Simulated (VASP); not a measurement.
# Ir3Pt5 (R-3m) in VASP: notebook, part 2 of 2

VASP 6.6.1. The steps go on from the part before.

**3. Relaxation of volume and atoms at fixed shape, LDA**

This run uses another cell than the first one, of 14.67 Å³/atom.

File INCAR:

```
SYSTEM = Ir3Pt5
PREC = Accurate
ENCUT = 500
EDIFF = 1E-7
ISMEAR = 1
SIGMA = 0.1
LREAL = .FALSE.
LASPH = .TRUE.
NELM = 120
ALGO = Normal
ISIF = 8
LWAVE = .FALSE.
LCHARG = .FALSE.
GGA = CA
IBRION = 2
NSW = 60
EDIFFG = -0.01
GGA_COMPAT = .FALSE.
NELMIN = 4
```

File KPOINTS:

```
Automatic mesh
0
G
  5 5 5
  0 0 0
```

File POSCAR:

```
Ir3Pt5
1.0
    0.0000000000      3.8862500000      3.8862500000
    3.8862500000      0.0000000000      3.8862500000
    3.8862500000      3.8862500000      0.0000000000
Pt Ir
5 3
Direct
    0.0000000000      0.0000000000      0.0000000000
    0.0000000000      0.0000000000      0.5000000000
    0.0000000000      0.5000000000      0.0000000000
    0.5000000000      0.0000000000      0.0000000000
    0.5000000000      0.5000000000      0.5000000000
    0.0000000000      0.5000000000      0.5000000000
    0.5000000000      0.0000000000      0.5000000000
    0.5000000000      0.5000000000      0.0000000000
```

Potentials or basis: VASP PAW LDA potentials, release 64 (Pt, Ir).

Started as:

```sh
$ cat potpaw_LDA.64/Pt/POTCAR potpaw_LDA.64/Ir/POTCAR > POTCAR
$ mpirun -np 1 vasp_std > vasp.out
```

OUTCAR:

```text
SYSTEM = Ir3Pt5
   PREC = Accurate
   ENCUT = 500
   EDIFF = 1E-7
   ISMEAR = 1
   LREAL = .FALSE.
   LASPH = .TRUE.
   NELM = 120
   ISIF = 8
   GGA = CA
   IBRION = 2
   NSW = 60
   EDIFFG = -0.01
   NELMIN = 4

 ion  position               nearest neighbor table
   1  0.000  0.000  0.000-   2 2.75   3 2.75   4 2.75   2 2.75   6 2.75   7 2.75   3 2.75   6 2.75
                             8 2.75   4 2.75   7 2.75   8 2.75
   2  0.000  0.000  0.500-   1 2.75   6 2.75   7 2.75   1 2.75   3 2.75   4 2.75   3 2.75   5 2.75
                             6 2.75   4 2.75   5 2.75   7 2.75
   3  0.000  0.500  0.000-   1 2.75   6 2.75   8 2.75   2 2.75   5 2.75   6 2.75   1 2.75   2 2.75
                             4 2.75   4 2.75   5 2.75   8 2.75
   4  0.500  0.000  0.000-   1 2.75   7 2.75   8 2.75   2 2.75   5 2.75   7 2.75   3 2.75   5 2.75
                             8 2.75   1 2.75   2 2.75   3 2.75
   5  0.500  0.500  0.500-   6 2.75   7 2.75   8 2.75   3 2.75   4 2.75   8 2.75   2 2.75   4 2.75
                             7 2.75   2 2.75   3 2.75   6 2.75
   6  0.000  0.500  0.500-   2 2.75   3 2.75   5 2.75   1 2.75   3 2.75   8 2.75   1 2.75   2 2.75
                             7 2.75   5 2.75   7 2.75   8 2.75
   7  0.500  0.000  0.500-   2 2.75   4 2.75   5 2.75   1 2.75   4 2.75   8 2.75   5 2.75   6 2.75
                             8 2.75   1 2.75   2 2.75   6 2.75
   8  0.500  0.500  0.000-   3 2.75   4 2.75   5 2.75   5 2.75   6 2.75   7 2.75   1 2.75   4 2.75
                             7 2.75   1 2.75   3 2.75   6 2.75

  LATTYP: Found a face centered cubic cell.
 ALAT       =     7.7725000000

  Lattice vectors:

 A1 = (   0.0000000000,   3.8862500000,   3.8862500000)
 A2 = (   3.8862500000,   0.0000000000,   3.8862500000)
 A3 = (   3.8862500000,   3.8862500000,   0.0000000000)

Analysis of symmetry for initial positions (statically):
=====================================================================
 Subroutine PRICEL returns:
 Original cell was already a primitive cell.

 Routine SETGRP: Setting up the symmetry group for a
 face centered cubic supercell.

 Subroutine GETGRP returns: Found 12 space group operations
 (whereof 12 operations were pure point group operations)
 out of a pool of 48 trial point group operations.

The static configuration has the point symmetry D_3d.

Analysis of symmetry for dynamics (positions and initial velocities):
[... 131 lines left out ...]
   EFERMI =   0.00;   METHOD = LEGACY
   ISMEAR =     1;   SIGMA  =   0.10  broadening in eV -4-tet -1-fermi 0-gaus
   EFERMI_NEDOS =   21; number of points for ismear=-14 and -15
   IALGO  =     38    algorithm
   IMIX   =      4    mixing-type and parameters
     AMIX     =   0.40;   BMIX     =  1.00
     AMIX_MAG =   1.60;   BMIX_MAG =  1.00
  volume/ion in A,a.u.               =      14.67        99.02
  Fermi-wavevector in a.u.,A,eV,Ry     =   1.422430  2.688004 27.528777  2.023308
  Thomas-Fermi vector in A             =   2.543135
   LORBIT       =      0    0 simple, 1 ext, 2 COOP (PROOUT), +10 PAW based schemes
   GGA     = CA    functional components
   LHFCALC =     F    Hartree Fock is set to
   AEXX    =    0.0000 exact exchange contribution
   IVDW    =     0    specifies the selected vdW correction
   LEPSILON=     F    determine dielectric tensor
   LRPA    =     F    only Hartree local field effects (RPA)
 conjugate gradient relaxation of ions
 non-spin polarized calculation
 Methfessel and Paxton  Order N= 1 SIGMA  =   0.10
  energy-cutoff  :      500.00
  volume of cell :      117.39
 maximum number of plane-waves:      2992
   NGX = 21   NGY = 21   NGZ = 21

--------------------------------------- Ionic step        1  -------------------------------------------

 number of electron      76.9999998 magnetization

 Free energy of the ion-electron system (eV)
  ---------------------------------------------------
  ext. energy  EPLUGINS =         0.00000000
  ---------------------------------------------------
  free energy    TOTEN  =       -67.81964377 eV

  energy without entropy =      -67.82028086  energy(sigma->0) =      -67.81985613

------------------------ aborting loop because EDIFF is reached ----------------------------------------

  FORCE on cell =-STRESS in cart. coord.  units (eV):
  Direction    XX          YY          ZZ          XY          YZ          ZX
  --------------------------------------------------------------------------------------
  -------------------------------------------------------------------------------------
  Total       -3.5289081     -3.5289081     -3.5289081     -0.1724722     -0.1724722     -0.1724722
  in kB      -48.1646857    -48.1646857    -48.1646857     -2.3540053     -2.3540053     -2.3540053
  external PRESSURE =     -48.1646857 kB  Pullay stress =       0.0000000 kB
[... 71 lines left out ...]
--------------------------------------- Ionic step        3  -------------------------------------------

 number of electron      76.9999995 magnetization

 Free energy of the ion-electron system (eV)
  ---------------------------------------------------
  ext. energy  EPLUGINS =         0.00000000
  ---------------------------------------------------
  free energy    TOTEN  =       -67.84559525 eV

  energy without entropy =      -67.84578624  energy(sigma->0) =      -67.84565892

 E-fermi :  11.2980     XC(G=0): -13.9614

 val. band max:       11.2924998561   @ k =   0.0000   0.0000   0.0000
 cond. band min:      11.2997748100   @ k =   0.2000   0.2000   0.4000
 fundamental gap:      0.0072749538
 Fermi energy:        11.2979941936

 k-point     1 :       0.0000    0.0000    0.0000
  band No.  band energies     occupation
      1       0.4231      2.00000
      2       3.3525      2.00000
      3       3.3525      2.00000
      4       3.3564      2.00000
      5       3.3583      2.00000
      6       3.5671      2.00000
[... 955 lines left out ...]
  FREE ENERGIE OF THE ION-ELECTRON SYSTEM (eV)
  ---------------------------------------------------
  free  energy   TOTEN  =       -67.8455952539 eV

  energy  without entropy=      -67.8457862376  energy(sigma->0) =      -67.84565892

 reached required accuracy - stopping structural energy minimisation
```

OSZICAR:

```text
N       E                     dE             d eps       ncg     rms          rms(c)
DAV:   1     0.695363318903E+03    0.69536E+03   -0.35241E+04  1748   0.159E+03
DAV:   2    -0.164806806355E+02   -0.71184E+03   -0.68270E+03  1766   0.431E+02
DAV:   3    -0.694608519117E+02   -0.52980E+02   -0.46920E+02  2320   0.113E+02
DAV:   4    -0.718265895007E+02   -0.23657E+01   -0.22943E+01  2212   0.250E+01
[... 35 lines left out ...]
DAV:   8    -0.678455793989E+02    0.32675E-03   -0.13054E-03  2432   0.274E-01    0.513E-02
DAV:   9    -0.678456028708E+02   -0.23472E-04   -0.12321E-04  2100   0.729E-02    0.492E-02
DAV:  10    -0.678455946987E+02    0.81721E-05   -0.55060E-05  2560   0.686E-02    0.868E-03
DAV:  11    -0.678455951744E+02   -0.47569E-06   -0.26457E-06  2050   0.113E-02    0.655E-03
DAV:  12    -0.678455952539E+02   -0.79463E-07   -0.72557E-07  1750   0.666E-03
   3 F= -.67845595E+02 E0= -.67845659E+02  d E =-.259515E-01
```

Run time: 5.9 min. Hardware: 1 thread of Intel Xeon 6975P-C (Granite Rapids), shared host; peak memory 0.24 GiB.

What came out:

| Quantity | Value |
| --- | --- |
| Free energy | -67.8456 eV |
| Relaxed volume | 14.47 Å³/atom |
| Relaxed cell | a = 5.470 Å, b = 5.470 Å, c = 5.470 Å, α = 60.00°, β = 60.00°, γ = 60.00° |
| Space group after relaxing (to 0.1 Å) | R-3m (No. 166) |
| Energy gained by relaxing | 3.2 meV/atom |
| Ionic steps | 3 |
| Pressure after relaxing | -0.1 GPa |
| Band gap on the k mesh | zero (an odd number of electrons rules out a gap without spin polarisation) |

The path:
| step | energy change (eV) | largest force (eV/Å) | pressure (GPa) | volume (Å³) |
| --- | --- | --- | --- | --- |
| 1 | 0.0000 | 0.0000 | -4.82 | 117.39 |
| 2 | 0.2988 | 0.0000 | 19.45 | 110.05 |
| 3 | -0.0260 | 0.0000 | -0.11 | 115.72 |

Final structure:
```yaml
crystal:
  lattice:
    - [0.00000, 3.86778, 3.86778]
    - [3.86778, 0.00000, 3.86778]
    - [3.86778, 3.86778, 0.00000]
  atoms:
    - { symbol: Pt, position: [0.00000, 0.00000, 0.00000] }
    - { symbol: Pt, position: [0.00000, 0.00000, 0.50000] }
    - { symbol: Pt, position: [0.00000, 0.50000, 0.00000] }
    - { symbol: Pt, position: [0.50000, 0.00000, 0.00000] }
    - { symbol: Pt, position: [0.50000, 0.50000, 0.50000] }
    - { symbol: Ir, position: [0.00000, 0.50000, 0.50000] }
    - { symbol: Ir, position: [0.50000, 0.00000, 0.50000] }
    - { symbol: Ir, position: [0.50000, 0.50000, 0.00000] }
```

Caveat: spin-orbit coupling is left out, which moves the levels of the heavy elements.
